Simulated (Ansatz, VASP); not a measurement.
**FeO: VASP beside Ansatz**

Contents of INCAR:

```
SYSTEM = FeO
ALGO     = Normal         ! electronic algorithm
EDIFF    = 1E-6           ! SCF threshold, eV
ENCUT    = 600            ! plane-wave cutoff, eV
GGA      = PE             ! functional
GGA_COMPAT= .False.      
ISIF     = 2              ! what is computed and relaxed
ISMEAR   = -1             ! smearing method
ISPIN    = 2              ! spin polarisation
LASPH    = .True.         ! aspherical terms in the spheres
LCHARG   = .False.        ! write CHGCAR
LMAXMIX  = 4              ! l up to which the mixer works
LORBIT   = 11             ! projections on sites
LREAL    = .False.        ! projectors in reciprocal space
LWAVE    = .False.        ! write WAVECAR
MAGMOM   = 3 0            ! initial moments
NBANDS   = 22             ! bands
NELM     = 200            ! most SCF steps
PREC     = Accurate       ! precision mode
SIGMA    = 0.05           ! smearing width, eV
```

KPOINTS

```
k-points
0
Gamma
  11 11 11
  0 0 0
```

Contents of POSCAR:

```
FeO
1.0
    0.0000000000      2.1554000000      2.1554000000
    2.1554000000      0.0000000000      2.1554000000
    2.1554000000      2.1554000000      0.0000000000
Fe O
1 1
Direct
    0.0000000000      0.0000000000      0.0000000000
    0.5000000000      0.5000000000      0.5000000000
```

Contents of input.yaml:

```yaml
crystal:
  lattice:
    - [0.0, 2.1554, 2.1554]
    - [2.1554, 0.0, 2.1554]
    - [2.1554, 2.1554, 0.0]
  atoms:
    - { symbol: Fe, position: [0.0, 0.0, 0.0], spin: 3.0 }
    - { symbol: O, position: [0.5, 0.5, 0.5] }
hamiltonian:
  xc: pbe
  pseudopotentials: { kind: paw }
magnetization:
  spin_polarized: true
kpoints:
  mp_grid: { grid: [11, 11, 11] }
scf:
  occupations: { method: fermi_dirac, width: 0.05 }
output:
  forces: true
  stress: true
  eigenvalues: true
  write_density: true
  write_potential: true
  elf: true
  volumetric_format: npy
```

Alike in both runs: task single point; functional PBE; k mesh 11 × 11 × 11; occupations fermi-dirac, width 0.05 eV; collinear spin.

|  | VASP | Ansatz |
| --- | --- | --- |
| version | VASP 6.6.1 | Ansatz 0.2.0 |
| potentials or method | VASP PAW PBE potentials, release 64 (Fe_sv, O) | Ansatz PAW |
| plane-wave cutoff (eV) | 600 | 420 |
| valence electrons in the cell | 22 | 22 |

|  | VASP | Ansatz | Ansatz less VASP |
| --- | --- | --- | --- |
| gap on the k mesh at the Fermi level (eV) | none | none | - |
| pressure (GPa) | -2.6 | -0.2 | +2.35 |
| net moment per atom (μB) | 2.00 | 2.00 | 0.000 |
| size of the moment on the site where the two differ most (μB) | 3.48 | 3.45 | -0.027 |

Site moments also hang on the region over which each program counts them. A gap of «none» marks a metal or a gap that the smearing closes. With one functional, cell and mesh, what is left measures potentials, basis and numerics.
